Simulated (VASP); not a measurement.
# CdS (P6_3mc) in VASP: further runs, part 2 of 2

VASP 6.6.1. The steps go on from the part before.

### 5 Relaxation of shape and atoms at fixed volume, r2SCAN (22.35 Å³/atom)

POSCAR

```
CdS
1.0
    3.9904706944      0.0000000000      0.0000000000
   -1.9952353472      3.4558489944      0.0000000000
    0.0000000000      0.0000000000      6.4831329984
Cd S
2 2
Direct
    0.3333333333      0.6666666667     -0.0009748770
    0.6666666667      0.3333333333      0.4990251230
    0.3333333333      0.6666666667      0.3759748770
    0.6666666667      0.3333333333      0.8759748770
```

INCAR.step1

```
PREC = Accurate
ENCUT = 600
ISMEAR = 0
SIGMA = 0.02
LREAL = F
LASPH = T
NELM = 100
GGA = PE
ALGO = Normal
EDIFF = 1E-4
LWAVE = T
LCHARG = F
```

INCAR.step2

```
PREC = Accurate
ENCUT = 600
EDIFF = 1E-7
ISMEAR = 0
SIGMA = 0.02
LREAL = F
LASPH = T
NELM = 100
ALGO = Normal
ISIF = 4
LWAVE = F
LCHARG = F
METAGGA = R2SCAN
LMIXTAU = T
IBRION = 2
NSW = 50
EDIFFG = -0.01
ISTART = 1
```

KPOINTS

```
regular mesh
0
Gamma
  6 6 4
```

Run with:

```sh
> cat potpaw_PBE.64/Cd/POTCAR potpaw_PBE.64/S/POTCAR > POTCAR
> cp INCAR.step1 INCAR
> mpirun -np 1 vasp_std > vasp.out
> cp INCAR.step2 INCAR
> mpirun -np 1 vasp_std > vasp.out
```

Run time: 3.4 min. Hardware: 1 thread of Intel Xeon Platinum 8488C (Sapphire Rapids), shared host; peak memory 0.27 GiB.

The run converged. Its results:

```
Free energy                  : -59.0005 eV
Energy gained by relaxing    : 0.0 meV/atom
Ionic steps                  : 2
Pressure after relaxing      : 10.8 GPa
Largest force after relaxing : 0.005 eV/Å
Band gap on the k mesh       : 1.94 eV
```

Forces on the atoms (eV/Å):
```
Cd   0.000  0.000  0.005
Cd   0.000  0.000  0.005
S    0.000  0.000 -0.005
S    0.000  0.000 -0.005
```

Stress tensor (GPa, compression positive):
```
10.73  0.00  0.00
 0.00 10.73  0.00
 0.00  0.00 10.82
```

Final structure:
```
CELL_PARAMETERS angstrom
3.99033 0.00000 0.00000
-1.99517 3.45573 0.00000
0.00000 0.00000 6.48358
ATOMIC_POSITIONS crystal
Cd 0.33333 0.66667 0.99911
Cd 0.66667 0.33333 0.49911
S 0.33333 0.66667 0.37589
S 0.66667 0.33333 0.87589
```

Levels at points of the mesh, in eV from the valence-band top:
```tsv
k point	band 16	band 17	band 18	band 19	band 20	band 21
(0.00, 0.00, 0.00)	-0.06	0.00	0.00	1.94	3.38	6.93
(0.50, 0.00, 0.00)	-2.35	-1.61	-0.95	4.20	4.41	5.35
(0.00, 0.00, 0.50)	-0.49	-0.49	-0.49	3.54	3.54	6.77
(0.50, 0.00, 0.50)	-1.68	-1.63	-1.63	3.90	3.90	5.83
```

Caveat: the PAW data sets were made with another functional, which shifts forces and pressure a little.

### 6 Relaxation of shape and atoms at fixed volume, r2SCAN (23.11 Å³/atom)

This run uses another cell than the first one, of 23.11 Å³/atom.

POSCAR

```
CdS
1.0
    4.0353111970      0.0000000000      0.0000000000
   -2.0176555985      3.4946820088      0.0000000000
    0.0000000000      0.0000000000      6.5559832870
Cd S
2 2
Direct
    0.3333333333      0.6666666667     -0.0009748770
    0.6666666667      0.3333333333      0.4990251230
    0.3333333333      0.6666666667      0.3759748770
    0.6666666667      0.3333333333      0.8759748770
```

INCAR.step1

```
PREC = Accurate ; ENCUT = 600
ISMEAR = 0 ; SIGMA = 0.02
LREAL = False ; LASPH = True
NELM = 100 ; GGA = PE
ALGO = Normal ; EDIFF = 1E-4
LWAVE = True ; LCHARG = False
```

INCAR.step2

```
PREC = Accurate ; ENCUT = 600
EDIFF = 1E-7 ; ISMEAR = 0
SIGMA = 0.02 ; LREAL = False
LASPH = True ; NELM = 100
ALGO = Normal ; ISIF = 4
LWAVE = False ; LCHARG = False
METAGGA = R2SCAN ; LMIXTAU = True
IBRION = 2 ; NSW = 50
EDIFFG = -0.01 ; ISTART = 1
```

KPOINTS

```
Automatic mesh
0
Gamma
  6 6 4
```

Potentials or basis: VASP PAW PBE potentials, release 64 (Cd, S).

Run with:

```sh
> cat potpaw_PBE.64/Cd/POTCAR potpaw_PBE.64/S/POTCAR > POTCAR
> cp INCAR.step1 INCAR
> mpirun -np 1 vasp_std > vasp.out
> cp INCAR.step2 INCAR
> mpirun -np 1 vasp_std > vasp.out
```

OUTCAR:

```text
PREC = Accurate
   ENCUT = 600
   EDIFF = 1E-7
   ISMEAR = 0
   LREAL = False
   LASPH = True
   NELM = 100
   ISIF = 4
   METAGGA = R2SCAN
   IBRION = 2
   NSW = 50
   EDIFFG = -0.01
   ISTART = 1

 ion  position               nearest neighbor table
   1  0.333  0.667  0.999-   4 2.47   4 2.47   4 2.47   3 2.47
   2  0.667  0.333  0.499-   3 2.47   3 2.47   3 2.47   4 2.47
   3  0.333  0.667  0.376-   2 2.47   2 2.47   2 2.47   1 2.47
   4  0.667  0.333  0.876-   1 2.47   1 2.47   1 2.47   2 2.47

  LATTYP: Found a hexagonal cell.
 ALAT       =     4.0353111970
 C/A-ratio  =     1.6246537050

  Lattice vectors:

 A1 = (   4.0353111970,   0.0000000000,   0.0000000000)
 A2 = (  -2.0176555985,   3.4946820088,   0.0000000000)
 A3 = (   0.0000000000,   0.0000000000,   6.5559832870)

Analysis of symmetry for initial positions (statically):
=====================================================================
 Subroutine PRICEL returns:
 Original cell was already a primitive cell.

 Routine SETGRP: Setting up the symmetry group for a
 hexagonal supercell.

 Subroutine GETGRP returns: Found 12 space group operations
 (whereof  6 operations were pure point group operations)
 out of a pool of 24 trial point group operations.

The static configuration has the point symmetry C_3v.
 The point group associated with its full space group is C_6v.

Analysis of symmetry for dynamics (positions and initial velocities):
=====================================================================
 Subroutine PRICEL returns:
 Original cell was already a primitive cell.

 Routine SETGRP: Setting up the symmetry group for a
 hexagonal supercell.

 Subroutine GETGRP returns: Found 12 space group operations
 (whereof  6 operations were pure point group operations)
 out of a pool of 24 trial point group operations.

The dynamic configuration has the point symmetry C_3v.
 The point group associated with its full space group is C_6v.

 Subroutine INISYM returns: Found 12 space group operations
 (whereof  6 operations are pure point group operations),
 and found     1 'primitive' translations
[... 117 lines left out ...]
  Fermi-wavevector in a.u.,A,eV,Ry     =   1.195459  2.259091 19.444400  1.429123
  Thomas-Fermi vector in A             =   2.331424
   LORBIT       =      0    0 simple, 1 ext, 2 COOP (PROOUT), +10 PAW based schemes
   METAGGA = R2SCAN    functional components
   LHFCALC =     F    Hartree Fock is set to
   AEXX    =    0.0000 exact exchange contribution
   IVDW    =     0    specifies the selected vdW correction
   LEPSILON=     F    determine dielectric tensor
   LRPA    =     F    only Hartree local field effects (RPA)
 conjugate gradient relaxation of ions
 non-spin polarized calculation
 Gauss-broadening in eV      SIGMA  =   0.02
  energy-cutoff  :      600.00
  volume of cell :       92.45
 maximum number of plane-waves:      3106
   NGX = 17   NGY = 17   NGZ = 27

 number of electron      35.9999998 magnetization

 Free energy of the ion-electron system (eV)
  ---------------------------------------------------
  ext. energy  EPLUGINS =         0.00000000
  ---------------------------------------------------
  free energy    TOTEN  =       -59.17414702 eV

  energy without entropy =      -59.17414702  energy(sigma->0) =      -59.17414702

 E-fermi :   1.8362     XC(G=0): -10.0843

 val. band max:        1.6911999820   @ k =   0.0000   0.0000   0.0000
 cond. band min:       3.5489878037   @ k =   0.0000   0.0000   0.0000
 fundamental gap:      1.8577878218
 Fermi energy:         1.8362327494

 k-point     1 :       0.0000    0.0000    0.0000
  band No.  band energies     occupation
      1     -11.6686      2.00000
      2     -11.1613      2.00000
      3      -6.5452      2.00000
      4      -6.5395      2.00000
      5      -6.5395      2.00000
      6      -6.4292      2.00000
[... 514 lines left out ...]
     21       8.1082      0.00000
     22       8.1082      0.00000

------------------------ aborting loop because EDIFF is reached ----------------------------------------

  FORCE on cell =-STRESS in cart. coord.  units (eV):
  Direction    XX          YY          ZZ          XY          YZ          ZX
  --------------------------------------------------------------------------------------
  -------------------------------------------------------------------------------------
  Total        4.2991178      4.2991178      4.3054394      0.0000000      0.0000000      0.0000000
  in kB       74.5019079     74.5019079     74.6114579      0.0000000      0.0000000      0.0000000
  external PRESSURE =      74.5384246 kB  Pullay stress =       0.0000000 kB

 VOLUME and BASIS-vectors are now :
 -----------------------------------------------------------------------------
  energy-cutoff  :      600.00
  volume of cell :       92.45
      direct lattice vectors                 reciprocal lattice vectors
     4.035311197  0.000000000  0.000000000     0.247812362  0.143074534  0.000000000
    -2.017655599  3.494682009  0.000000000     0.000000000  0.286149068  0.000000000
     0.000000000  0.000000000  6.555983287     0.000000000  0.000000000  0.152532421

 POSITION                                       TOTAL-FORCE (eV/Angst)
 -----------------------------------------------------------------------------------
     -0.00000      2.32979      6.54959         0.000000     -0.000000      0.008184
      2.01766      1.16489      3.27160        -0.000000      0.000000      0.008184
     -0.00000      2.32979      2.46489         0.000000     -0.000000     -0.008184
      2.01766      1.16489      5.74288        -0.000000      0.000000     -0.008184
 -----------------------------------------------------------------------------------
    total drift:                               -0.000000      0.000000      0.001043

  FREE ENERGIE OF THE ION-ELECTRON SYSTEM (eV)
  ---------------------------------------------------
  free  energy   TOTEN  =       -59.1741470160 eV

  energy  without entropy=      -59.1741470160  energy(sigma->0) =      -59.17414702

 reached required accuracy - stopping structural energy minimisation
```

OUTCAR.step1:

```text
PREC = Accurate
   ENCUT = 600
   ISMEAR = 0
   LREAL = False
   LASPH = True
[... 749 lines left out ...]
     -0.00000      2.32979      6.54959         0.000000      0.000000      0.009263
      2.01766      1.16489      3.27160        -0.000000      0.000000      0.009263
     -0.00000      2.32979      2.46489         0.000000     -0.000000     -0.009263
      2.01766      1.16489      5.74288        -0.000000      0.000000     -0.009263
 -----------------------------------------------------------------------------------
    total drift:                               -0.000000      0.000000     -0.000642

  FREE ENERGIE OF THE ION-ELECTRON SYSTEM (eV)
  ---------------------------------------------------
  free  energy   TOTEN  =       -11.9951031831 eV

  energy  without entropy=      -11.9951031831  energy(sigma->0) =      -11.99510318
```

Wall time 2.9 min (1 thread of Intel Xeon Platinum 8488C (Sapphire Rapids), shared host); peak memory 0.25 GiB.

What came out:

```
Free energy                  : -59.1741 eV
Pressure after relaxing      : 7.5 GPa
Largest force after relaxing : 0.008 eV/Å
Band gap on the k mesh       : 1.86 eV
```

Forces in eV/Å, atoms in the order of the input:
```
Cd   0.000  0.000  0.008
Cd   0.000  0.000  0.008
S    0.000  0.000 -0.008
S    0.000  0.000 -0.008
```

Final structure:
```cif
data_structure
_symmetry_space_group_name_H-M 'P 1'
_symmetry_Int_Tables_number 1
_cell_length_a 4.0353
_cell_length_b 4.0353
_cell_length_c 6.5560
_cell_angle_alpha 90.000
_cell_angle_beta 90.000
_cell_angle_gamma 120.000
_cell_volume 92.45
loop_
_atom_site_label
_atom_site_type_symbol
_atom_site_fract_x
_atom_site_fract_y
_atom_site_fract_z
_atom_site_occupancy
Cd1 Cd 0.33333 0.66667 0.99903 1
Cd2 Cd 0.66667 0.33333 0.49903 1
S1 S 0.33333 0.66667 0.37597 1
S2 S 0.66667 0.33333 0.87597 1
```

Caveat: the relaxation stopped at its first step, so nothing moved; the PAW data sets were made with another functional, which shifts forces and pressure a little.

### 7 The runs side by side

```tsv
task	cell	cutoff (eV)	gap on the mesh (eV)	pressure (GPa)	largest force (eV/Å)
single point	a = 3.989, b = 3.989, c = 6.486 Å, angles 90.0, 90.0, 120.0°, 4 atoms, atomic positions A	520	1.93	10.8	0.01
single point	a = 4.035, b = 4.035, c = 6.556 Å, angles 90.0, 90.0, 120.0°, 4 atoms, atomic positions B	520	1.86	7.5	0.01
single point	a = 4.299, b = 4.299, c = 6.984 Å, angles 90.0, 90.0, 120.0°, 4 atoms, atomic positions B	520	1.38	-4.5	-
relaxation of shape and atoms at fixed volume	relaxed from a = 3.990, b = 3.990, c = 6.483 Å, angles 90.0, 90.0, 120.0°, 4 atoms, atomic positions B	600	1.94	10.8	-
relaxation of shape and atoms at fixed volume	relaxed from a = 4.035, b = 4.035, c = 6.556 Å, angles 90.0, 90.0, 120.0°, 4 atoms, atomic positions B	600	1.86	7.5	0.01
```

Alike in all rows: level r2SCAN; potentials or basis VASP PAW PBE potentials, release 64 (Cd, S); no spin polarisation; k mesh 6 × 6 × 4; smearing gaussian 0.02 eV.

Caveats: the PAW data sets were made with another functional, which shifts forces and pressure a little; the cell stands under pressure (at least some runs); the cell stands under tension (at least some runs); the relaxation stopped at its first step, so nothing moved (at least some runs).

Absolute energies hang on the potentials; compare differences alone.
